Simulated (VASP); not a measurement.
Input of a VASP 6.6.1 run:

Contents of POSCAR:

```
TiCo
1.0
    2.9861109900      0.0000000000      0.0000000000
    0.0000000000      2.9861109900      0.0000000000
    0.0000000000      0.0000000000      2.9861109900
Co Ti
1 1
Direct
    0.5000000000      0.5000000000      0.5000000000
    0.0000000000      0.0000000000      0.0000000000
```

INCAR.step1

```
ALGO     = Normal         # electronic algorithm
EDIFF    = 1E-5           # SCF threshold, eV
ENCUT    = 400            # plane-wave cutoff, eV
GGA      = PE             # functional
GGA_COMPAT= False        
ISIF     = 2              # what is computed and relaxed
ISMEAR   = 1              # smearing method
ISPIN    = 2              # spin polarisation
LASPH    = True           # aspherical terms in the spheres
LCHARG   = True           # write CHGCAR
LMAXMIX  = 4              # l up to which the mixer works
LORBIT   = 11             # projections on sites
LREAL    = False          # projectors in reciprocal space
LWAVE    = True           # write WAVECAR
MAGMOM   = 2 -1           # initial moments
NELM     = 100            # most SCF steps
PREC     = Accurate       # precision mode
SIGMA    = 0.1            # smearing width, eV
```

INCAR.step2

```
ALGO     = All            # electronic algorithm
EDIFF    = 1E-6           # SCF threshold, eV
ENCUT    = 400            # plane-wave cutoff, eV
GGA      = PE             # functional
GGA_COMPAT= False        
ISEARCH  = 1            
ISIF     = 2              # what is computed and relaxed
ISMEAR   = 1              # smearing method
ISPIN    = 2              # spin polarisation
ISTART   = 1            
LASPH    = True           # aspherical terms in the spheres
LCHARG   = False          # write CHGCAR
LMAXMIX  = 4              # l up to which the mixer works
LORBIT   = 11             # projections on sites
LREAL    = False          # projectors in reciprocal space
LWAVE    = False          # write WAVECAR
MAGMOM   = 2 -1           # initial moments
NELM     = 100            # most SCF steps
PREC     = Accurate       # precision mode
SIGMA    = 0.1            # smearing width, eV
```

File KPOINTS:

```
k-points
0
Gamma
  9 9 9
```

Potentials or basis: VASP PAW PBE potentials, release 64 (Co, Ti_sv).

The run is started by

```console
$ cat potpaw_PBE.64/Co/POTCAR potpaw_PBE.64/Ti_sv/POTCAR > POTCAR
$ cp INCAR.step1 INCAR
$ mpirun -np 1 vasp_std > vasp.out
$ cp INCAR.step2 INCAR
$ mpirun -np 1 vasp_std > vasp.out
```

What does it give for the net moment?

0.81 μB per cell.

Predict the site moments.

Co +0.89; Ti -0.03 μB.
